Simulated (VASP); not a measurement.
Li2ZrO2:

```
CELL_PARAMETERS angstrom
4.34792 0.00000 0.00000
-2.17396 3.76541 0.00000
0.00000 0.00000 3.82396
ATOMIC_POSITIONS crystal
Li 0.33333 0.66667 0.81315
Li 0.66667 0.33333 0.81315
Zr 0.00000 0.00000 0.34287
O 0.33333 0.66667 0.22780
O 0.66667 0.33333 0.22780
```

- Program: VASP 6.6.1
- Task: relaxation of cell and atoms
- Functional: PBE
- Potentials or basis: VASP PAW PBE potentials, release 64 (Li_sv, Zr_sv, O)
- Cutoff: 600 eV
- k mesh: 6 × 6 × 4
- Occupations: gaussian, width 0.1 eV
- Spin: no spin polarisation

At the start: pressure -7.8 GPa; volume 12.52 Å³/atom.

Q: Where does the relaxation end?

A: Over 7 steps the energy falls by 406.0 meV/atom and the volume is 10.78 Å³/atom (-13.9 %); space group P6/mmm (No. 191, to 0.05 Å).

The path:
```
step  energy change (eV)  largest force (eV/Å)  pressure (GPa)  volume (Å³)
   1              0.0000                4.5362           -7.84        62.60
   2             -1.9507                0.2528           -5.40        57.09
   3             -1.9543                0.1131           -4.78        56.83
   4             -2.0107                0.1644            0.99        53.92
   5             -2.0107                0.1648            1.02        53.91
   6             -2.0287                0.0675            0.44        53.89
   7             -2.0301                0.0242            0.33        53.88
```

Final structure:
```xyz
5
Lattice="4.0787 0.0000 0.0000 -2.0393 3.5322 0.0000 0.0000 0.0000 3.7397" Properties=species:S:1:pos:R:3 pbc="T T T"
Li    0.0000    2.3548    2.9340
Li    2.0393    1.1774    2.9340
Zr    4.0787    0.0000    1.0660
O     0.0000    2.3548    1.0670
O     2.0393    1.1774    1.0670
```

Caveat: the k points lie up to 0.42 Å⁻¹ apart in the final cell; the cutoff is under 1.25 times the usual one of these potentials, so pressure, stress and relaxed cells hold a basis-set (Pulay) error.
